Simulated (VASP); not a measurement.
Input of a VASP 6.6.1 run:

Contents of INCAR:

```
SYSTEM = ZnO
  ALGO = Normal
  EDIFF = 1E-6
  EDIFFG = -0.01
  ENCUT = 600
  GGA = PE
  IBRION = 2
  ISIF = 3
  ISMEAR = 0
  LASPH = .TRUE.
  LCHARG = .FALSE.
  LREAL = .FALSE.
  LWAVE = .FALSE.
  NELM = 100
  NSW = 100
  PREC = Accurate
  SIGMA = 0.02
```

Contents of KPOINTS:

```
k-points
0
G
  16 16 16
  0 0 0
```

File POSCAR:

```
ZnO
1.0
   -1.6525088416      1.6525088416      5.6647702538
    1.6525088416     -1.6525088416      5.6647702538
    1.6525088416      1.6525088416     -5.6647702538
Zn O
2 2
Direct
    0.5838078526      0.5838078526      0.0000000000
    0.3338078526      0.8338078526      0.5000000000
    0.4161921474      0.4161921474      0.0000000000
    0.1661921474      0.6661921474      0.5000000000
```

Potentials or basis: VASP PAW PBE potentials, release 64 (Zn, O).

Launch:

```bash
$ cat potpaw_PBE.64/Zn/POTCAR potpaw_PBE.64/O/POTCAR > POTCAR
$ mpirun -np 1 vasp_std > vasp.out
```

Q: Estimate the space group after relaxing (to 0.05 Å).

A: I4_1md (No. 109).

Q: Estimate the relaxed cell.

A: a = 6.144 Å, b = 6.144 Å, c = 6.144 Å, α = 148.74°, β = 148.74°, γ = 44.80°.

Q: Estimate the band gap on the k mesh.

A: 0.59 eV, indirect (least direct gap 0.59 eV).

Q: Predict the relaxed volume.

A: 15.57 Å³/atom.

Final structure:
```
CELL_PARAMETERS angstrom
-1.65560 1.65560 5.68082
1.65560 -1.65560 5.68082
1.65560 1.65560 -5.68082
ATOMIC_POSITIONS crystal
Zn 0.58375 0.58375 0.00000
Zn 0.33375 0.83375 0.50000
O 0.41625 0.41625 0.00000
O 0.16625 0.66625 0.50000
```

A k mesh can miss the band edges.
